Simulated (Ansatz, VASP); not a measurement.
# Al2RuN3: VASP beside Ansatz

```
Al Ru N
1.0
     2.78727    0.00000    0.00000
     0.00000    2.78727    0.00000
     0.00000    0.00000    9.06967
Al Ru N
2 1 3
Direct
  0.00000 0.50000 0.61191
  0.50000 0.00000 0.38809
  0.00000 0.00000 0.00000
  0.50000 0.50000 0.00000
  0.00000 0.50000 0.38114
  0.50000 0.00000 0.61886
```

Change from the starting cell: species swapped into the Hf2CuSb3 type (P-4m2, No. 115).

Alike in both runs: functional PBE; k mesh 6 × 6 × 4; occupations gaussian, width 0.1 eV; collinear spin.

Ansatz relaxed the structure, and its values are those at the end. VASP's run is a single point on that final structure, the one shown.

|  | VASP | Ansatz |
| --- | --- | --- |
| version | VASP 6.6.1 | Ansatz 0.2.0 |
| potentials or method | VASP PAW PBE potentials, release 64 (Al, Ru_pv, N), cutoff 520 eV | scalar-relativistic, plane waves, PAW |
| valence electrons in the cell | 35 | 37 |

Ansatz gave:

```
gap on the k mesh at the Fermi level (eV) : none
pressure (GPa)                            : 0.1
net moment per atom (μB)                  : 0.00
```

**Question.** What did VASP give for the same quantities?

**Answer.** gap on the k mesh at the Fermi level (eV): none; pressure (GPa): 0.0; net moment per atom (μB): 0.00.

A gap of «none» marks a metal or a gap that the smearing closes. VASP's potentials hold 35 valence electrons a cell and Ansatz's 37, so a difference there can come from the potentials and not from the codes. Ansatz's warnings: seeded moment not kept.

The k mesh is coarse, so the values compare programs but aren't converged.
